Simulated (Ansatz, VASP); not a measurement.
# Two plane-wave programs on SiW

Contents of INCAR:

```
SYSTEM = SiW
ALGO = Normal ; EDIFF = 1E-7
EDIFFG = -0.01 ; ENCUT = 600
GGA = PE ; IBRION = 2
ISIF = 3 ; ISMEAR = 0
LASPH = .True. ; LCHARG = .False.
LREAL = .False. ; LWAVE = .False.
NELM = 100 ; NSW = 100
PREC = Accurate ; SIGMA = 0.1
```

KPOINTS

```
k-points
0
Gamma
  14 14 14
  0 0 0
```

File POSCAR:

```
SiW
1.0
    0.0000000000      2.7905894985      2.7905894985
    2.7905894985      0.0000000000      2.7905894985
    2.7905894985      2.7905894985      0.0000000000
W Si
1 1
Direct
    0.0000000000      0.0000000000      0.0000000000
    0.2500000000      0.2500000000      0.2500000000
```

Input for Ansatz:

```yaml
crystal:
  lattice:
    - [0.0, 2.7905894892, 2.7905894892]
    - [2.7905894892, 0.0, 2.7905894892]
    - [2.7905894892, 2.7905894892, 0.0]
  atoms:
    - { symbol: W, position: [0.0, 0.0, 0.0] }
    - { symbol: Si, position: [0.25, 0.25, 0.25] }
basis:
  ecutwfc: 420
kpoints:
  mp_grid: { grid: [14, 14, 14] }
hamiltonian:
  xc: pbe
scf:
  occupations: { method: gaussian, width: 0.1 }
output:
  forces: true
  stress: true
  eigenvalues: true
  write_density: true
  write_potential: true
  elf: true
  volumetric_format: npy
relax:
  adjacent_minimum: "off"
  f_tol: 0.01
  max_steps: 80
  cell: { stress_tol: 0.05 }
```

Alike in both runs: task relaxation of cell and atoms; functional PBE; k mesh 14 × 14 × 14; occupations gaussian, width 0.1 eV; no spin polarisation.

```csv
,VASP,Ansatz
version,VASP 6.6.1,Ansatz 0.2.0
potentials or method,"VASP PAW PBE potentials, release 64 (W_sv, Si), cutoff 600 eV","scalar-relativistic, plane waves, PAW"
valence electrons in the cell,18,18
```

```tsv
	VASP	Ansatz	Ansatz less VASP
gap on the k mesh at the Fermi level, each at its own relaxed structure (eV)	none	none	-
relaxed volume (Å³/atom)	21.73	21.73	0.000
relaxed length of the cell vector where the two differ most in proportion (Å)	3.946	3.946	0.0000
```

A gap of «none» marks a metal or a gap that the smearing closes.

Spin-orbit coupling is off throughout. Noted on VASP's run: the relaxation stopped at its first step, so nothing moved.
